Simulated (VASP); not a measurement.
A run of VASP 6.6.1:

The input INCAR:

```
SYSTEM = SiC
  AGGAC = 1.0
  AGGAX = 1.0
  ALDAC = 0.0
  ALDAX = 1.0
  ALGO = Normal
  EDIFF = 1E-7
  ENCUT = 520
  GGA = B5
  ISIF = 2
  ISMEAR = -1
  IVDW = 13
  LASPH = .TRUE.
  LCHARG = .FALSE.
  LREAL = .FALSE.
  LWAVE = .FALSE.
  NBANDS = 16
  NELM = 60
  PREC = Accurate
  SIGMA = 0.05
  VDW_A1 = 0.44488865
  VDW_A2 = 4.0933009
  VDW_S6 = 1.0
  VDW_S8 = 2.34076671
```

File KPOINTS:

```
k-points
0
G
  10 10 5
  0 0 0
```

File POSCAR:

```
SiC
1.0
    3.1363290418      0.0000000000      0.0000000000
   -1.5681645209      2.7161406248      0.0000000000
    0.0000000000      0.0000000000      5.1470055276
Si C
2 2
Direct
    0.6666666667      0.3333333333      0.5000000000
    0.3333333333      0.6666666667      0.0000000000
    0.6666666667      0.3333333333      0.8850000000
    0.3333333333      0.6666666667      0.3850000000
```

Potentials or basis: VASP PAW PBE potentials, release 64 (Si, C).

Launch:

```console
$ cat potpaw_PBE.64/Si/POTCAR potpaw_PBE.64/C/POTCAR > POTCAR
$ mpirun -np 1 vasp_std > vasp.out
```

Hardware: 1 thread of Intel(R) Xeon(R) Platinum 8488C (Sapphire Rapids), on a shared host.

Q: Estimate the wall time of this run.

A: Wall time 23 s on 1 thread of Intel(R) Xeon(R) Platinum 8488C (Sapphire Rapids), on a shared host, peak memory 0.16 GiB. Counts: scf iterations 14, k points 42.
